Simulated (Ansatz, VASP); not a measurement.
**S3O in VASP and in Ansatz**

```
S O
1.0
     3.72913    0.00000    0.00000
     0.00000    3.72913    0.00000
     0.00000    0.00000    3.72913
S O
3 1
Cartesian
  1.8646 0.0000 1.8646
  0.0000 1.8646 1.8646
  1.8646 1.8646 0.0000
  0.0000 0.0000 0.0000
```

Change from the starting cell: species swapped into the HfRh3 type (Pm-3m, No. 221).

Alike in both runs: functional PBE; dispersion D3(BJ); k mesh 4 × 4 × 4; occupations gaussian, width 0.1 eV; collinear spin.

Ansatz relaxed the structure, and its values are those at the end. VASP's run is a single point on that final structure, the one shown.

|  | VASP | Ansatz |
| --- | --- | --- |
| version | VASP 6.6.1 | Ansatz 0.2.0 |
| potentials or method | VASP PAW PBE potentials, release 64 (S, O), cutoff 520 eV | scalar-relativistic, plane waves, PAW |
| valence electrons in the cell | 24 | 24 |

|  | VASP | Ansatz | Ansatz less VASP |
| --- | --- | --- | --- |
| gap on the k mesh at the Fermi level (eV) | none | none | - |
| pressure (GPa) | -0.4 | -0.2 | +0.22 |
| net moment per atom (μB) | 0.30 | 0.30 | -0.001 |
| size of the moment on the site where the two differ most (μB) | 0.83 | 0.96 | +0.127 |

Site moments also hang on the region over which each program counts them. A gap of «none» marks a metal or a gap that the smearing closes.

The k mesh is coarse, so the values compare programs but aren't converged.
